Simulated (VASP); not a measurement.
ZrS, 2 atoms in the cell. It takes space group Fmmm (No. 69, orthorhombic). Conventional cell: a = 4.974 Å, b = 5.250 Å, c = 5.526 Å, α = 90.00°, β = 90.00°, γ = 90.00°. Within 3.3 Å of Zr (site symmetry mmm) lie 6 S at 2.49 to 2.76 Å. Within 3.3 Å of S (site symmetry mmm) lie 6 Zr at 2.49 to 2.76 Å.  This cell differs from its parent crystal: strain +0.0525 x Voigt [1, -1, 0, 0, 0, 0].

* Program: VASP 6.6.1
* Task: single point
* Functional: PBEsol
* Potentials or basis: VASP PAW PBE potentials, release 64 (Zr_sv, S)
* Cutoff: 520 eV
* k mesh: 16 × 16 × 16
* Occupations: gaussian, width 0.15 eV
* Spin: no spin polarisation
* Dipole correction: no
* Further INCAR settings: ALGO = Normal; EDIFF = 1e-07; NBANDS = 16

Potentials or basis: VASP PAW PBE potentials, release 64 (Zr_sv, S).

Run with:

```sh
$ cat potpaw_PBE.64/Zr_sv/POTCAR potpaw_PBE.64/S/POTCAR > POTCAR
$ mpirun -np 1 vasp_std > vasp.out
```

Hardware: 1 thread of Intel Xeon 8259CL, with other jobs on the host.

**Question.** Estimate the wall time of this run.

**Answer.** It took 8.7 min on 1 thread of Intel Xeon 8259CL (shared host), peak memory 0.45 GiB. Counts: scf iterations 14, k points 621.
